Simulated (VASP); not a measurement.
Set up this calculation in VASP 6.6.1, as the native input.

```
Task                   : single point
Functional             : LDA
Potentials or basis    : VASP PAW LDA potentials, release 64 (Re_sv_GW)
Cutoff                 : 560 eV
k mesh                 : 13 × 13 × 7
Occupations            : fermi-dirac, width 0.6 eV
Spin                   : no spin polarisation
Dipole correction      : no
Further INCAR settings : ALGO = Normal; EDIFF = 1e-06; NBANDS = 22
```

The structure of Re lies in POSCAR:

```
Re
1.0
    2.7391880258      0.0000000000      0.0000000000
   -1.3695940129      2.3722064161      0.0000000000
    0.0000000000      0.0000000000      4.4118668232
Re
2
Direct
    0.3333333333      0.6666666667      0.2500000000
    0.6666666667      0.3333333333      0.7500000000
```

The input as run:

INCAR

```
SYSTEM = Re
ALGO     = Normal         ! electronic algorithm
EDIFF    = 1E-6           ! SCF threshold, eV
ENCUT    = 560            ! plane-wave cutoff, eV
GGA_COMPAT= .False.      
ISIF     = 2              ! what is computed and relaxed
ISMEAR   = -1             ! smearing method
LASPH    = .True.         ! aspherical terms in the spheres
LCHARG   = .True.         ! write CHGCAR
LELF     = .True.         ! ELF
LREAL    = .False.        ! projectors in reciprocal space
LVHAR    = .True.       
LWAVE    = .False.        ! write WAVECAR
NBANDS   = 22             ! bands
NELM     = 120            ! most SCF steps
PREC     = Accurate       ! precision mode
SIGMA    = 0.6            ! smearing width, eV
```

KPOINTS

```
k-points
0
Gamma
  13 13 7
  0 0 0
```

Potentials or basis: VASP PAW LDA potentials, release 64 (Re_sv_GW).

The run is started by

```sh
$ cat potpaw_LDA.64/Re_sv_GW/POTCAR > POTCAR
$ mpirun -np 1 vasp_std > vasp.out
```

Results of the run:

The pressure is 6.8 GPa and the band gap on the k mesh is zero (bands 15 and 16 overlap by 3.03 eV).

Caveat: the cell stands under pressure; so wide a smearing shifts energies and pressures; spin-orbit coupling is left out, which moves the levels of the heavy elements.

It took 42 s on 1 thread of Intel(R) Xeon(R) Platinum 8259CL CPU @ 2.50GHz (Skylake/Cascade Lake), on a shared host, peak memory 0.18 GiB.
